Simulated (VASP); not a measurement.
# MoS2 in VASP: single point with PBE

Aim: the single point of MoS2 with PBE.

All numbers are computed with VASP 6.6.1; they aren't measurements. Logs are shortened: lines on timing, memory, paths and dates and some standing lists are left out, and cuts for length are marked.

## Step 1: The cell of the first run

The cell holds a slab with vacuum, 3 atoms: a = 3.184 Å, b = 3.184 Å, c = 16.103 Å, α = 90.00°, β = 90.00°, γ = 120.00°.

## Step 2: Single point, PBE, non-collinear spin, zero start, spin-orbit coupling

INCAR

```
SYSTEM = MoS2
PREC = Accurate
ENCUT = 520
EDIFF = 1E-6
ISMEAR = 0
SIGMA = 0.05
LREAL = .FALSE.
LASPH = .TRUE.
NELM = 150
ALGO = Normal
ISIF = 2
LWAVE = .FALSE.
LCHARG = .TRUE.
MAGMOM = 0 0 0 0 0 0 0 0 0
LORBIT = 11
LSORBIT = .TRUE.
GGA_COMPAT = .FALSE.
LORBMOM = .TRUE.
LMAXMIX = 4
GGA = PE
LVHAR = .TRUE.
NBANDS = 39
```

KPOINTS

```
Automatic mesh
0
G
  24 24 1
  0 0 0
```

POSCAR

```
MoS2
1.0
    3.1840155200      0.0000000000      0.0000000000
   -1.5920077600      2.7574383300      0.0000000000
    0.0000000000      0.0000000000     16.1032847700
Mo S
1 2
Direct
    0.0000000000      0.0000000000      0.5000000000
    0.3333333300      0.6666666700      0.5963767600
    0.3333333300      0.6666666700      0.4036232400
```

Potentials or basis: VASP PAW PBE potentials, release 64 (Mo_sv, S).

Run with:

```sh
cat potpaw_PBE.64/Mo_sv/POTCAR potpaw_PBE.64/S/POTCAR > POTCAR
mpirun -np 1 vasp_ncl > vasp.out
```

OUTCAR:

```text
SYSTEM = MoS2
   PREC = Accurate
   ENCUT = 520
   EDIFF = 1E-6
   ISMEAR = 0
   LREAL = .FALSE.
   LASPH = .TRUE.
   NELM = 150
   ISIF = 2
   LORBIT = 11
   LSORBIT = .TRUE.
   GGA = PE

 ion  position               nearest neighbor table
   1  0.000  0.000  0.500-   2 2.41   3 2.41   2 2.41   3 2.41   2 2.41   3 2.41
   2  0.333  0.667  0.596-   1 2.41   1 2.41   1 2.41
   3  0.333  0.667  0.404-   1 2.41   1 2.41   1 2.41

  LATTYP: Found a hexagonal cell.
 ALAT       =     3.1840155200
 C/A-ratio  =     5.0575396599

  Lattice vectors:

 A1 = (   3.1840155200,   0.0000000000,   0.0000000000)
 A2 = (  -1.5920077600,   2.7574383300,   0.0000000000)
 A3 = (   0.0000000000,   0.0000000000,  16.1032847700)

Analysis of symmetry for initial positions (statically):
=====================================================================
 Subroutine PRICEL returns:
 Original cell was already a primitive cell.

 Routine SETGRP: Setting up the symmetry group for a
 hexagonal supercell.

 Subroutine GETGRP returns: Found 12 space group operations
 (whereof 12 operations were pure point group operations)
 out of a pool of 24 trial point group operations.

The static configuration has the point symmetry D_3h.

Analysis of symmetry for dynamics (positions and initial velocities):
=====================================================================
 Subroutine PRICEL returns:
 Original cell was already a primitive cell.

 Routine SETGRP: Setting up the symmetry group for a
 hexagonal supercell.

 Subroutine GETGRP returns: Found 12 space group operations
 (whereof 12 operations were pure point group operations)
 out of a pool of 24 trial point group operations.

The dynamic configuration has the point symmetry D_3h.

Analysis of structural, dynamic, and magnetic symmetry:
=====================================================================
 Subroutine PRICEL returns:
 Original cell was already a primitive cell.

 Routine SETGRP: Setting up the symmetry group for a
 hexagonal supercell.

 Subroutine GETGRP returns: Found 12 space group operations
 (whereof 12 operations were pure point group operations)
 out of a pool of 24 trial point group operations.

The overall configuration has the point symmetry D_3h.

 Subroutine INISYM returns: Found 12 space group operations
 (whereof 12 operations are pure point group operations),
 and found     1 'primitive' translations

----------------------------------------------------------------------------------------

                                     Primitive cell

  volume of cell :     141.3824

  direct lattice vectors                    reciprocal lattice vectors
     3.184015520  0.000000000  0.000000000     0.314068821  0.181327718  0.000000000
    -1.592007760  2.757438330  0.000000000     0.000000000  0.362655436  0.000000000
     0.000000000  0.000000000 16.103284770     0.000000000  0.000000000  0.062099132

  length of vectors
     3.184015520  3.184015523 16.103284770     0.362655436  0.362655436  0.062099132

  position of ions in fractional coordinates (direct lattice)
     0.000000000  0.000000000  0.500000000
     0.333333330  0.666666670  0.596376760
     0.333333330  0.666666670  0.403623240

  ion indices of the primitive-cell ions
   primitive index   ion index
                 1           1
                 2           2
                 3           3

----------------------------------------------------------------------------------------

 KPOINTS: Automatic mesh

Automatic generation of k-mesh.
 Grid dimensions read from file:
 generate k-points for:   24   24    1

 Generating k-lattice:

  Cartesian coordinates                     Fractional coordinates (reciprocal lattice)
     0.013086201  0.007555322  0.000000000     0.041666667  0.000000000  0.000000000
     0.000000000  0.015110643  0.000000000     0.000000000  0.041666667  0.000000000
     0.000000000  0.000000000  0.062099132     0.000000000  0.000000000  1.000000000

  Length of vectors
     0.015110643  0.015110643  0.062099132

  Shift w.r.t. Gamma in fractional coordinates (k-lattice)
     0.000000000  0.000000000  0.000000000

 Subroutine IBZKPT returns following result:
 ===========================================

 Found    109 irreducible k-points:

 Following reciprocal coordinates:
            Coordinates               Weight
  0.000000  0.000000  0.000000      1.000000
  0.041667  0.000000  0.000000      3.000000
 -0.041667  0.000000  0.000000      3.000000
  0.083333  0.000000  0.000000      3.000000
 -0.083333  0.000000  0.000000      3.000000
  0.125000 -0.000000  0.000000      3.000000
[... 16 lines left out ...]
 -0.458333  0.000000  0.000000      3.000000
  0.500000 -0.000000  0.000000      3.000000
[... 27 lines left out ...]
   POTIM  = 0.5000    time-step for ionic-motion
   TEBEG  =    0.0;   TEEND  =   0.0 temperature during run
   PSTRESS=    0.0 pullay stress
   NELECT =      26.0000    total number of electrons
   NUPDOWN=      -1.0000    fix difference up-down
   EMIN   =  10.00;   EMAX   =-10.00  energy-range for DOS
   EFERMI =   0.00;   METHOD = LEGACY
   ISMEAR =     0;   SIGMA  =   0.05  broadening in eV -4-tet -1-fermi 0-gaus
   EFERMI_NEDOS =   21; number of points for ismear=-14 and -15
   IALGO  =     38    algorithm
   IMIX   =      4    mixing-type and parameters
     AMIX     =   0.40;   BMIX     =  1.00
     AMIX_MAG =   1.60;   BMIX_MAG =  1.00
  volume/ion in A,a.u.               =      47.13       318.03
  Fermi-wavevector in a.u.,A,eV,Ry     =   0.930967  1.759272 11.792155  0.866699
  Thomas-Fermi vector in A             =   2.057411
   LORBIT       =     11    0 simple, 1 ext, 2 COOP (PROOUT), +10 PAW based schemes
   GGA     = PE    functional components
   LHFCALC =     F    Hartree Fock is set to
   AEXX    =    0.0000 exact exchange contribution
   IVDW    =     0    specifies the selected vdW correction
   LEPSILON=     F    determine dielectric tensor
   LRPA    =     F    only Hartree local field effects (RPA)
 Gauss-broadening in eV      SIGMA  =   0.05
  energy-cutoff  :      520.00
  volume of cell :      141.38
 maximum number of plane-waves:      7668
   NGX = 11   NGY = 11   NGZ = 59

 number of electron      25.9999999 magnetization      -0.0000000     -0.0000000      0.0000000

 number of electron      25.9999999 magnetization       0.0000000      0.0000000      0.0000000

 number of electron      25.9999999 magnetization       0.0000000     -0.0000000      0.0000000

 Free energy of the ion-electron system (eV)
  ---------------------------------------------------
  ext. energy  EPLUGINS =         0.00000000
  ---------------------------------------------------
  free energy    TOTEN  =       -21.94924802 eV

  energy without entropy =      -21.94924802  energy(sigma->0) =      -21.94924802

 E-fermi :  -0.8013     XC(G=0):  -4.7330

 val. band max:       -1.0435502484   @ k =   0.3333   0.3333   0.0000
 cond. band min:       0.5409611297   @ k =   0.3333   0.3333   0.0000
 fundamental gap:      1.5845113781
 Fermi energy:        -0.8012585115

 k-point     1 :       0.0000    0.0000    0.0000
  band No.  band energies     occupation
      1     -61.9543      1.00000
      2     -61.9543      1.00000
      3     -37.6025      1.00000
      4     -37.6025      1.00000
      5     -35.2372      1.00000
      6     -35.2372      1.00000
[... 973 lines left out ...]
     37       6.8457      0.00000
     38       6.8457      0.00000

 [... further k-points ...]

 [bands above 38 left out]

------------------------ aborting loop because EDIFF is reached ----------------------------------------

  FORCE on cell =-STRESS in cart. coord.  units (eV):
  Direction    XX          YY          ZZ          XY          YZ          ZX
  --------------------------------------------------------------------------------------
  -------------------------------------------------------------------------------------
  Total        0.2073460      0.2073460      0.5832826      0.0000000      0.0000000     -0.0000000
  in kB        2.3496907      2.3496907      6.6098890      0.0000000      0.0000000     -0.0000000
  external PRESSURE =       3.7697568 kB  Pullay stress =       0.0000000 kB

 VOLUME and BASIS-vectors are now :
 -----------------------------------------------------------------------------
  energy-cutoff  :      520.00
  volume of cell :      141.38
      direct lattice vectors                 reciprocal lattice vectors
     3.184015520  0.000000000  0.000000000     0.314068821  0.181327718  0.000000000
    -1.592007760  2.757438330  0.000000000     0.000000000  0.362655436  0.000000000
     0.000000000  0.000000000 16.103284770     0.000000000  0.000000000  0.062099132

 POSITION                                       TOTAL-FORCE (eV/Angst)
 -----------------------------------------------------------------------------------
      0.00000      0.00000      8.05164        -0.000000      0.000000      0.000000
     -0.00000      1.83829      9.60362         0.000000     -0.000000      0.195792
     -0.00000      1.83829      6.49966         0.000000     -0.000000     -0.195792
 -----------------------------------------------------------------------------------
    total drift:                                0.000016     -0.000009      0.000000

  FREE ENERGIE OF THE ION-ELECTRON SYSTEM (eV)
  ---------------------------------------------------
  free  energy   TOTEN  =       -21.9492480172 eV

  energy  without entropy=      -21.9492480172  energy(sigma->0) =      -21.94924802

 orbital moment (x)

 # of ion     p       d       tot
 ----------------------------------------
  1         0.000   0.000   0.000
  2        -0.000   0.000  -0.000
  3         0.000   0.000   0.000
 ----------------------------------------
            0.000   0.000   0.000

 orbital moment (y)

 # of ion     p       d       tot
 ----------------------------------------
  1         0.000  -0.000  -0.000
  2         0.000   0.000   0.000
  3        -0.000   0.000  -0.000
 ----------------------------------------
           -0.000  -0.000  -0.000

 orbital moment (z)

 # of ion     p       d       tot
 ----------------------------------------
  1         0.000  -0.000  -0.000
  2         0.000   0.000   0.000
  3         0.000   0.000   0.000
 ----------------------------------------
            0.000  -0.000  -0.000

 Spin-Orbit-Coupling matrix elements

 Ion:    1  E_soc:     -0.1918987
 l=   1
     0.0000000    -0.0294135    -0.0294449
    -0.0294135     0.0000000    -0.0294135
    -0.0294449    -0.0294135     0.0000000
 l=   2
     0.0000000    -0.0004815     0.0000000    -0.0004815    -0.0021650
    -0.0004815     0.0000000    -0.0015898    -0.0004071    -0.0004815
     0.0000000    -0.0015898     0.0000000    -0.0015898     0.0000000
    -0.0004815    -0.0004071    -0.0015898     0.0000000    -0.0004815
    -0.0021650    -0.0004815     0.0000000    -0.0004815     0.0000000
 l=   3
     0.0000000     0.0000000     0.0000000     0.0000000     0.0000000     0.0000000     0.0000000
     0.0000000     0.0000000     0.0000000     0.0000000     0.0000000     0.0000000     0.0000000
     0.0000000     0.0000000     0.0000000     0.0000000     0.0000000     0.0000000     0.0000000
     0.0000000     0.0000000     0.0000000     0.0000000     0.0000000     0.0000000     0.0000000
[... 29 lines left out ...]
 l=   2
     0.0000000     0.0000000     0.0000000     0.0000000     0.0000000
     0.0000000     0.0000000     0.0000000     0.0000000     0.0000000
     0.0000000     0.0000000     0.0000000     0.0000000     0.0000000
     0.0000000     0.0000000     0.0000000     0.0000000     0.0000000
     0.0000000     0.0000000     0.0000000     0.0000000     0.0000000
 l=   3
     0.0000000     0.0000000     0.0000000     0.0000000     0.0000000     0.0000000     0.0000000
     0.0000000     0.0000000     0.0000000     0.0000000     0.0000000     0.0000000     0.0000000
     0.0000000     0.0000000     0.0000000     0.0000000     0.0000000     0.0000000     0.0000000
     0.0000000     0.0000000     0.0000000     0.0000000     0.0000000     0.0000000     0.0000000
     0.0000000     0.0000000     0.0000000     0.0000000     0.0000000     0.0000000     0.0000000
     0.0000000     0.0000000     0.0000000     0.0000000     0.0000000     0.0000000     0.0000000
     0.0000000     0.0000000     0.0000000     0.0000000     0.0000000     0.0000000     0.0000000

 total charge

# of ion       s       p       d       tot
------------------------------------------
    1        2.291   6.221   3.942  12.453
    2        1.363   2.342   0.000   3.705
    3        1.363   2.342   0.000   3.705
--------------------------------------------------
tot          5.016  10.905   3.942  19.863

 magnetization (x)

# of ion       s       p       d       tot
------------------------------------------
    1        0.000   0.000   0.000   0.000
    2       -0.000  -0.000   0.000  -0.000
    3        0.000   0.000   0.000   0.000
--------------------------------------------------
tot          0.000   0.000   0.000   0.000

 magnetization (y)

# of ion       s       p       d       tot
------------------------------------------
    1       -0.000   0.000  -0.000  -0.000
    2        0.000  -0.000   0.000  -0.000
    3        0.000   0.000   0.000   0.000
--------------------------------------------------
tot         -0.000  -0.000  -0.000  -0.000

 magnetization (z)

# of ion       s       p       d       tot
------------------------------------------
    1        0.000   0.000   0.000   0.000
    2        0.000   0.000   0.000   0.000
    3       -0.000  -0.000   0.000  -0.000
--------------------------------------------------
tot         -0.000  -0.000   0.000  -0.000
```

It took 40 min on 1 thread of Oxide Virtual Turin-like, shared host; peak memory 1 GiB.

Results:

- Free energy: -21.9492 eV
- Largest force: 0.196 eV/Å
- Net moment: 0.00 μB per cell
- Valence electrons inside the program's atomic spheres: Mo 12.45; S 3.71

Forces on the atoms (eV/Å):
```
Mo   0.000  0.000  0.000
S    0.000  0.000  0.196
S    0.000  0.000 -0.196
```

Moments on the atoms (μB; x, y, z):
```
Mo  0.00 0.00 0.00
S   0.00 0.00 0.00
S   0.00 0.00 0.00
```
